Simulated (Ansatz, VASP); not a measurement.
# One calculation of InSe2, two programs

```
In Se
1.0
     3.88739    0.00000    0.00000
     0.00000    3.88739    0.00000
     0.00000    0.00000    9.73253
In Se
2 4
Direct
  0.00000 0.50000 0.70359
  0.50000 0.00000 0.29641
  0.00000 0.50000 0.36579
  0.50000 0.00000 0.63421
  0.00000 0.00000 0.00000
  0.50000 0.50000 0.00000
```

Alike in both runs: functional PBE; k mesh 10 × 10 × 4; occupations gaussian, width 0.1 eV; no spin polarisation.

Ansatz relaxed the structure, and its values are those at the end. VASP's run is a single point on that final structure, the one shown.

|  | VASP | Ansatz |
| --- | --- | --- |
| version | VASP 6.6.1 | Ansatz 0.2.0 |
| potentials or method | VASP PAW PBE potentials, release 64 (In_d, Se), cutoff 520 eV | scalar-relativistic, plane waves, PAW |
| valence electrons in the cell | 50 | 90 |

|  | VASP | Ansatz | Ansatz less VASP |
| --- | --- | --- | --- |
| gap on the k mesh at the Fermi level (eV) | none | none | - |
| pressure (GPa) | 0.0 | 0.0 | -0.02 |

A gap of «none» marks a metal or a gap that the smearing closes. With one functional, cell and mesh, what is left measures potentials, basis and numerics. VASP's potentials hold 50 valence electrons a cell and Ansatz's 90, so a difference there can come from the potentials and not from the codes.
